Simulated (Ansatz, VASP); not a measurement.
# Sc2GaP3: VASP beside Ansatz

```xyz
6
Lattice="3.7088 0.0000 0.0000 0.0000 3.7088 0.0000 0.0000 0.0000 7.6475" Properties=species:S:1:pos:R:3 pbc="T T T"
Sc    1.8544    0.0000    5.2338
Sc    0.0000    1.8544    2.4137
Ga    1.8544    1.8544    0.0000
P     1.8544    0.0000    2.5569
P     0.0000    1.8544    5.0907
P     0.0000    0.0000    0.0000
```

Change from the starting cell: species swapped into the Zr2Sb3Pd type (P-4m2, No. 115).

Alike in both runs: functional PBE; k mesh 10 × 10 × 6; occupations gaussian, width 0.1 eV; no spin polarisation.

Ansatz relaxed the structure, and its values are those at the end. VASP's run is a single point on that final structure, the one shown.

|  | VASP | Ansatz |
| --- | --- | --- |
| version | VASP 6.6.1 | Ansatz 0.2.0 |
| potentials or method | VASP PAW PBE potentials, release 64 (Sc_sv, Ga_d, P), cutoff 520 eV | scalar-relativistic, plane waves, PAW |
| valence electrons in the cell | 50 | 50 |

|  | VASP | Ansatz | Ansatz less VASP |
| --- | --- | --- | --- |
| gap on the k mesh at the Fermi level (eV) | none | none | - |
| pressure (GPa) | 0.2 | 0.0 | -0.15 |

A gap of «none» marks a metal or a gap that the smearing closes.
